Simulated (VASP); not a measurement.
Set up this calculation in VASP 6.6.1, as the native input.

```yaml
Task: single point
Functional: revPBE
Dispersion: D3(BJ)
Potentials_or_basis: VASP PAW PBE potentials, release 64 (Sb)
Cutoff: 520 eV
k_mesh: 10 × 10 × 10
Occupations: fermi-dirac, width 0.05 eV
Spin: no spin polarisation
Dipole_correction: no
Further_INCAR_settings: ALGO = Normal; EDIFF = 1e-06; NBANDS = 8
```

The structure of Sb lies in POSCAR:

```
Sb
1.0
   -1.8536232763      1.8536232763      1.8536232763
    1.8536232763     -1.8536232763      1.8536232763
    1.8536232763      1.8536232763     -1.8536232763
Sb
1
Direct
    0.0000000000      0.0000000000      0.0000000000
```

The input as run:

INCAR

```
  ALGO = Normal
  EDIFF = 1E-6
  ENCUT = 520
  GGA = RE
  ISIF = 2
  ISMEAR = -1
  IVDW = 12
  LASPH = True
  LCHARG = False
  LREAL = False
  LWAVE = False
  NBANDS = 8
  NELM = 80
  PREC = Accurate
  SIGMA = 0.05
```

KPOINTS

```
k-points
0
Gamma
  10 10 10
```

Potentials or basis: VASP PAW PBE potentials, release 64 (Sb).

Command:

```console
$ cat potpaw_PBE.64/Sb/POTCAR > POTCAR
$ mpirun -np 1 vasp_std > vasp.out
```

Results of the run:

| Item | Value |
| --- | --- |
| Pressure | -0.2 GPa |
| Dispersion energy per atom | -1.040 eV |

Caveat: the PAW data sets were made with another functional, which shifts forces and pressure a little; pairwise dispersion overbinds metals, which lowers pressure and volume.

Wall time 7.7 s on 1 thread of Intel(R) Xeon(R) Platinum 8259CL CPU @ 2.50GHz (Skylake/Cascade Lake) (shared host), peak memory 0.15 GiB.
